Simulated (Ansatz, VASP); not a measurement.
## One calculation of C, two programs

The input POSCAR:

```
C
1.0
   -2.4291088834      2.3805267057      2.3805267057
    2.4291088834     -2.4776910611      2.4776910611
    2.4291088834      2.4776910611     -2.4776910611
C
8
Direct
    0.3254551632      0.0000000000      0.0000000000
    0.6745448368      0.6745448368      0.6745448368
    0.0000000000      0.3254551632      0.0000000000
    0.0000000000      0.0000000000      0.3254551632
    0.0000000000      0.6745448368      0.0000000000
    0.3254551632      0.3254551632      0.3254551632
    0.6745448368      0.0000000000      0.0000000000
    0.0000000000      0.0000000000      0.6745448368
```

The input INCAR.step1:

```
SYSTEM = C
PREC     = Accurate       ! precision mode
ENCUT    = 520            ! plane-wave cutoff, eV
ISMEAR   = 0              ! smearing method
SIGMA    = 0.05           ! smearing width, eV
LREAL    = .FALSE.        ! projectors in reciprocal space
LASPH    = .TRUE.         ! aspherical terms in the spheres
NELM     = 80             ! most SCF steps
NBANDS   = 26             ! bands
GGA      = PE             ! functional
ALGO     = Normal         ! electronic algorithm
EDIFF    = 1E-4           ! SCF threshold, eV
LWAVE    = .TRUE.         ! write WAVECAR
LCHARG   = .FALSE.        ! write CHGCAR
```

The input INCAR.step2:

```
SYSTEM = C
PREC     = Accurate       ! precision mode
ENCUT    = 520            ! plane-wave cutoff, eV
EDIFF    = 1E-6           ! SCF threshold, eV
ISMEAR   = 0              ! smearing method
SIGMA    = 0.05           ! smearing width, eV
LREAL    = .FALSE.        ! projectors in reciprocal space
LASPH    = .TRUE.         ! aspherical terms in the spheres
NELM     = 80             ! most SCF steps
ALGO     = Normal         ! electronic algorithm
ISIF     = 2              ! what is computed and relaxed
LWAVE    = .FALSE.        ! write WAVECAR
LCHARG   = .FALSE.        ! write CHGCAR
METAGGA  = R2SCAN         ! meta-GGA
LMIXTAU  = .TRUE.       
NBANDS   = 26             ! bands
ISTART   = 1
```

The input KPOINTS:

```
Automatic mesh
0
G
  8 8 8
  0 0 0
```

Input for Ansatz:

```yaml
crystal:
  lattice:
    - [-2.4291088834, 2.3805267057, 2.3805267057]
    - [2.4291088834, -2.4776910611, 2.4776910611]
    - [2.4291088834, 2.4776910611, -2.4776910611]
  atoms:
    - { symbol: C, position: [0.3254551632, 0.0, 0.0] }
    - { symbol: C, position: [0.6745448368, 0.6745448368, 0.6745448368] }
    - { symbol: C, position: [0.0, 0.3254551632, 0.0] }
    - { symbol: C, position: [0.0, 0.0, 0.3254551632] }
    - { symbol: C, position: [0.0, 0.6745448368, 0.0] }
    - { symbol: C, position: [0.3254551632, 0.3254551632, 0.3254551632] }
    - { symbol: C, position: [0.6745448368, 0.0, 0.0] }
    - { symbol: C, position: [0.0, 0.0, 0.6745448368] }
basis:
  ecutwfc: 500
kpoints:
  mp_grid: { grid: [8, 8, 8] }
hamiltonian:
  xc: r2scan
scf:
  occupations: { method: gaussian, width: 0.05 }
output:
  forces: true
  stress: true
  eigenvalues: true
  write_density: true
  write_potential: true
  elf: true
  volumetric_format: npy
```

Change from the starting cell: strain -0.0400 x Voigt [0, 0, 0, 1, 0, 0], atoms carried along.

Alike in both runs: task single point; functional r2SCAN; k mesh 8 × 8 × 8; occupations gaussian, width 0.05 eV; no spin polarisation.

```csv
,VASP,Ansatz
version,VASP 6.6.1,Ansatz 0.2.0
potentials or method,"VASP PAW PBE potentials, release 64 (C), cutoff 520 eV","scalar-relativistic, plane waves, PAW"
valence electrons in the cell,32,32
```

|  | VASP | Ansatz | Ansatz less VASP |
| --- | --- | --- | --- |
| gap on the k mesh at the Fermi level (eV) | 2.83 | 2.84 | +0.014 |
| least direct gap on the mesh (eV) | 3.87 | 3.91 | +0.037 |
| pressure (GPa) | 1.0 | 0.2 | -0.85 |
| traceless stress, the component that is largest in VASP (GPa) | 12.09 | 12.11 | +0.021 |
| rms of the force components (eV/Å) | 0.040 | 0.031 | -0.0091 |

VASP's potentials were made for PBE, not for r2SCAN. Atom by atom the forces differ by 0.026 eV/Å (rms over components).
